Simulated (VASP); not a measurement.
# Au: single point with PBEsol

The system is Au.

```xyz
2
Lattice="3.1125 0.0000 0.0000 0.0000 3.3131 0.0000 0.0000 0.0000 3.3131" Properties=species:S:1:pos:R:3 pbc="T T T"
Au    0.0000    0.0000    0.0000
Au    1.5562    1.6565    1.6565
```

This cell differs from its parent crystal: uniaxial strain along a: -4.0 %, then relaxed in part.

| Property | Result |
| --- | --- |
| Program | VASP 6.6.1 |
| Task | single point |
| Functional | PBEsol |
| Potentials or basis | VASP PAW PBE potentials, release 64 (Au) |
| Cutoff | 520 eV |
| k mesh | 16 × 16 × 16 |
| Occupations | gaussian, width 0.1 eV |
| Spin | no spin polarisation |

The pressure is -0.5 GPa and the band gap on the k mesh is zero (bands 11 and 12 overlap by 5.38 eV).

Stress tensor (GPa, compression positive):
```
-0.85  0.00  0.00
 0.00 -0.29  0.00
 0.00  0.00 -0.29
```

Levels at points of the mesh, in eV from the Fermi level:
```tsv
k point	band 7	band 8	band 9	band 10	band 11	band 12	band 13	band 14	band 15	band 16
(0.00, 0.00, 0.00)	-3.19	-2.68	-1.78	-1.78	-1.64	5.66	5.66	7.51	9.53	15.34
(0.50, 0.00, 0.00)	-4.36	-4.36	-3.52	-3.52	-1.40	-1.40	12.10	12.10	13.74	13.74
(0.00, 0.50, 0.00)	-3.97	-3.97	-3.35	-3.35	-2.19	-2.19	12.75	12.75	13.04	13.04
(0.50, 0.50, 0.00)	-2.46	-2.46	-1.35	-1.35	-0.55	-0.55	3.74	3.74	12.08	12.08
(0.00, 0.50, 0.50)	-2.84	-2.84	-1.41	-1.41	-0.92	-0.92	3.21	3.21	12.96	12.96
(0.50, 0.50, 0.50)	-2.77	-2.77	-2.53	-2.53	2.92	2.92	6.80	6.80	7.38	7.38
```

Wall time 82 s on 1 thread of Intel(R) Xeon(R) 6975P-C (Granite Rapids), on a shared host, peak memory 0.31 GiB.

Caveat: the cell differs from its parent crystal (uniaxial strain along a: -4.0 %, then relaxed in part); the PAW data sets were made with another functional, which shifts forces and pressure a little; spin-orbit coupling is left out, which moves the levels of the heavy elements.
